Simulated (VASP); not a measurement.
# TiAl3 (dscan): single point with r2SCAN

Crystal: TiAl3 (dscan).

```
CELL_PARAMETERS angstrom
-1.91177 1.91177 4.28036
1.91177 -1.91177 4.28036
1.91177 1.91177 -4.28036
ATOMIC_POSITIONS crystal
Ti 0.00000 0.00000 0.00000
Al 0.50000 0.50000 0.00000
Al 0.75000 0.25000 0.50000
Al 0.25000 0.75000 0.50000
```

* Program: VASP 6.6.1
* Task: single point
* Functional: r2SCAN
* Potentials or basis: VASP PAW PBE potentials, release 64 (Ti_sv, Al)
* Cutoff: 520 eV
* k mesh: 14 × 14 × 14
* Occupations: gaussian, width 0.1 eV
* Spin: no spin polarisation

```json
{
  "Pressure": "-0.1 GPa"
}
```

Levels at points of the mesh, in eV from the Fermi level:
```
           k point  band 9  band 10  band 11  band 12  band 13  band 14
(0.00, 0.00, 0.00)   -1.33    -1.33     0.86     1.75     1.75     2.18
(0.50, 0.00, 0.00)   -1.16    -0.27     0.56     2.06     2.15     2.91
(0.50, 0.50, 0.00)   -3.03    -2.35    -1.06     1.94     2.23     2.76
(0.50, 0.50, 0.50)   -1.06    -0.29     0.78     0.78     0.98     3.21
```

Run time: 17 min on 1 thread of AMD EPYC 9R45 96-Core Processor (Zen 5) (shared host), peak memory 0.41 GiB.

Caveat: the PAW data sets were made with another functional, which shifts forces and pressure a little.
